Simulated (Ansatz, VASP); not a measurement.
One calculation of SiC, two programs

Contents of INCAR:

```
ALGO = Normal
EDIFF = 1E-7
ENCUT = 520
GGA = PE
ISIF = 2
ISMEAR = 0
LASPH = T
LCHARG = F
LREAL = F
LWAVE = F
NBANDS = 16
NELM = 60
PREC = Accurate
SIGMA = 0.01
```

The input KPOINTS:

```
k-points
0
Gamma
  6 6 6
```

The input POSCAR:

```
SiC
1.0
    1.5415877827      0.8900361213      5.3212273245
   -1.5415877827      0.8900361213      5.3212273245
    0.0000000000     -1.7800722426      5.3212273245
C Si
2 2
Direct
    0.4491910690      0.4491910690      0.4491910690
    0.5508089310      0.5508089310      0.5508089310
    0.9254740595      0.9254740595      0.9254740595
    0.0745259405      0.0745259405      0.0745259405
```

Input for Ansatz:

```yaml
crystal:
  lattice:
    - [1.5415877827, 0.8900361213, 5.3212273245]
    - [-1.5415877827, 0.8900361213, 5.3212273245]
    - [0.0, -1.7800722426, 5.3212273245]
  atoms:
    - { symbol: C, position: [0.449191069, 0.449191069, 0.449191069] }
    - { symbol: Si, position: [0.9254740595, 0.9254740595, 0.9254740595] }
    - { symbol: Si, position: [0.0745259405, 0.0745259405, 0.0745259405] }
    - { symbol: C, position: [0.550808931, 0.550808931, 0.550808931] }
kpoints:
  mp_grid: { grid: [6, 6, 6] }
hamiltonian:
  xc: pbe
scf:
  occupations: { method: fixed }
  n_extra_bands: 5
output:
  forces: true
  stress: true
  eigenvalues: true
basis:
  ecutwfc: 900
```

Alike in both runs: task single point; functional PBE; k mesh 6 × 6 × 6; no spin polarisation.

|  | VASP | Ansatz |
| --- | --- | --- |
| version | VASP 6.6.1 | Ansatz 0.2.0 |
| potentials or method | VASP PAW PBE potentials, release 64 (C, Si), cutoff 520 eV | plane waves |
| occupations | gaussian, width 0.01 eV | fixed |
| valence electrons in the cell | 16 | 16 |

```csv
,VASP,Ansatz,Ansatz less VASP
gap on the k mesh at the Fermi level (eV),0.48,0.49,+0.002
pressure (GPa),2.6,2.6,+0.03
rms of the force components (eV/Å),0.102,0.107,+0.0053
```
